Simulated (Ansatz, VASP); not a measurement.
## Two plane-wave programs on HRh6

Contents of INCAR:

```
SYSTEM = HRh6
PREC     = Accurate       ! precision mode
ENCUT    = 520            ! plane-wave cutoff, eV
EDIFF    = 1E-7           ! SCF threshold, eV
ISMEAR   = 0              ! smearing method
SIGMA    = 0.1            ! smearing width, eV
LREAL    = .False.        ! projectors in reciprocal space
LASPH    = .True.         ! aspherical terms in the spheres
NELM     = 80             ! most SCF steps
ALGO     = Normal         ! electronic algorithm
ISIF     = 2              ! what is computed and relaxed
LWAVE    = .False.        ! write WAVECAR
LCHARG   = .False.        ! write CHGCAR
LDIPOL   = .True.       
IDIPOL   = 3            
DIPOL    = 0.5 0.5 0.291
GGA      = PE             ! functional
NBANDS   = 104            ! bands
```

File KPOINTS:

```
Automatic mesh
0
Gamma
  5 5 1
  0 0 0
```

Contents of POSCAR:

```
HRh6
1.0
    5.4163401145      0.0000000000      0.0000000000
    0.0000000000      5.4163401145      0.0000000000
    0.0000000000      0.0000000000     21.6737367085
Rh H
12 2
Direct
    0.2500000000      0.2500000000      0.1845551625
    0.2500000000      0.7500000000      0.1845551625
    0.7500000000      0.2500000000      0.1845551625
    0.7500000000      0.7500000000      0.1845551625
    0.0000000000      0.0000000000      0.2693761947
    0.0000000000      0.5000000000      0.2693761947
    0.5000000000      0.0000000000      0.2693761947
    0.5000000000      0.5000000000      0.2693761947
    0.2500000000      0.2500000000      0.3540569313
    0.2500000000      0.7500000000      0.3540569313
    0.7500000000      0.2500000000      0.3540569313
    0.7500000000      0.7500000000      0.3540569313
    0.4399963826      0.5000000000      0.4191126261
    0.5600036174      0.5000000000      0.4191126261
```

Input for Ansatz:

```yaml
crystal:
  lattice:
    - [5.4163401145, 0.0, 0.0]
    - [0.0, 5.4163401145, 0.0]
    - [0.0, 0.0, 21.6737367085]
  atoms:
    - { symbol: Rh, position: [0.25, 0.25, 0.1845551625] }
    - { symbol: Rh, position: [0.25, 0.75, 0.1845551625] }
    - { symbol: Rh, position: [0.75, 0.25, 0.1845551625] }
    - { symbol: Rh, position: [0.75, 0.75, 0.1845551625] }
    - { symbol: Rh, position: [0.0, 0.0, 0.2693761947] }
    - { symbol: Rh, position: [0.0, 0.5, 0.2693761947] }
    - { symbol: Rh, position: [0.5, 0.0, 0.2693761947] }
    - { symbol: Rh, position: [0.5, 0.5, 0.2693761947] }
    - { symbol: Rh, position: [0.25, 0.25, 0.3540569313] }
    - { symbol: Rh, position: [0.25, 0.75, 0.3540569313] }
    - { symbol: Rh, position: [0.75, 0.25, 0.3540569313] }
    - { symbol: Rh, position: [0.75, 0.75, 0.3540569313] }
    - { symbol: H, position: [0.4399963826, 0.5, 0.4191126261] }
    - { symbol: H, position: [0.5600036174, 0.5, 0.4191126261] }
basis:
  ecutwfc: 420
kpoints:
  mp_grid: { grid: [5, 5, 1] }
hamiltonian:
  xc: pbe
scf:
  occupations: { method: gaussian, width: 0.1 }
output:
  forces: true
  eigenvalues: true
  write_density: true
  write_potential: true
  elf: true
  volumetric_format: npy
efield:
  axis: 3
  dipole_correction: true
  ramp_width: 0.04
```

Alike in both runs: task single point; functional PBE; k mesh 5 × 5 × 1; occupations gaussian, width 0.1 eV; no spin polarisation.

|  | VASP | Ansatz |
| --- | --- | --- |
| version | VASP 6.6.1 | Ansatz 0.2.0 |
| potentials or method | VASP PAW PBE potentials, release 64 (Rh_pv, H), cutoff 520 eV | scalar-relativistic, plane waves, PAW |
| valence electrons in the cell | 182 | 206 |

Ansatz gave:

```
gap on the k mesh at the Fermi level (eV) : none
rms of the force components (eV/Å)        : 1.529
```

Question: Estimate VASP's values.

Answer: gap on the k mesh at the Fermi level (eV): none; rms of the force components (eV/Å): 1.538.

Atom by atom the forces differ by 0.009 eV/Å (rms over components). A gap of «none» marks a metal or a gap that the smearing closes. With one functional, cell and mesh, what is left measures potentials, basis and numerics. VASP's potentials hold 182 valence electrons a cell and Ansatz's 206, so a difference there can come from the potentials and not from the codes. Ansatz's warnings: xc potential rough in thin density.
